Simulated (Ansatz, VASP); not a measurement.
**Si2NF2: VASP beside Ansatz**

```xyz
5
Lattice="-1.8101 1.8101 4.5537 1.8101 -1.8101 4.5537 1.8101 1.8101 -4.5537" Properties=species:S:1:pos:R:3 pbc="T T T"
Si    1.8101    0.0000    2.2769
Si    0.0000    1.8101    2.2769
N     0.0000    0.0000    0.0000
F     0.0000    0.0000    5.7160
F     0.0000    0.0000    3.3915
```

Change from the starting cell: species swapped into the TmCo2Si2 type (I4/mmm, No. 139).

Alike in both runs: task relaxation of cell and atoms; functional PBE; k mesh 6 × 6 × 6; occupations gaussian, width 0.1 eV; collinear spin.

|  | VASP | Ansatz |
| --- | --- | --- |
| version | VASP 6.6.1 | Ansatz 0.2.0 |
| potentials or method | VASP PAW PBE potentials, release 64 (Si, N, F), cutoff 600 eV | scalar-relativistic, plane waves, PAW |
| valence electrons in the cell | 27 | 27 |

```tsv
	VASP	Ansatz	Ansatz less VASP
gap on the k mesh at the Fermi level, each at its own relaxed structure (eV)	none	none	-
net moment per atom (μB)	0.08	0.08	+0.002
size of the moment on the site where the two differ most (μB)	0.23	0.32	+0.081
relaxed volume (Å³/atom)	12.55	12.64	+0.093
relaxed cell length with the largest relative difference (Å)	4.661	4.670	+0.0092
```

Site moments also hang on the region over which each program counts them. A gap of «none» marks a metal or a gap that the smearing closes. Ansatz's warnings: seeded moment not kept.

The k mesh is coarse, so the values compare programs but aren't converged.
